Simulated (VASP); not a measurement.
MnO2, 3 atoms in the cell. It takes space group P-3m1 (No. 164, trigonal). The conventional cell has a = 2.921 Å, b = 2.921 Å, c = 6.054 Å, α = 90.00°, β = 90.00°, γ = 120.00°. Within 2.6 Å of Mn (site symmetry -3m) lie 6 O at 1.94 Å. Within 2.6 Å of O (site symmetry 3m) lie 3 Mn at 1.94 Å and 3 O at 2.54 Å.  This cell differs from its parent crystal: volume scaled by 1.100.

- Program: VASP 6.6.1
- Task: single point
- Functional: PBE
- Potentials or basis: VASP PAW PBE potentials, release 64 (Mn_pv, O)
- Cutoff: 520 eV
- k mesh: 10 × 10 × 6
- Occupations: gaussian, width 0.05 eV
- Spin: collinear spin, ferrimagnetic start
- Starting moments: [3.15, -0.15, -0.15] μB
- Hubbard terms: Mn d U = 3.9 eV
- Dipole correction: no
- Further INCAR settings: ALGO = Normal; EDIFF = 1e-06; NBANDS = 24

Potentials or basis: VASP PAW PBE potentials, release 64 (Mn_pv, O).

The run is started by

```console
$ cat potpaw_PBE.64/Mn_pv/POTCAR potpaw_PBE.64/O/POTCAR > POTCAR
$ mpirun -np 1 vasp_std > vasp.out
```

Hardware: 1 thread of AMD EPYC 7571, on a shared host.

**Question.** How long does it take, and how much memory?

**Answer.** Run time: 5.8 min on 1 thread of AMD EPYC 7571, with other jobs on the host, peak memory 0.23 GiB. Counts: scf iterations 17, k points 72.
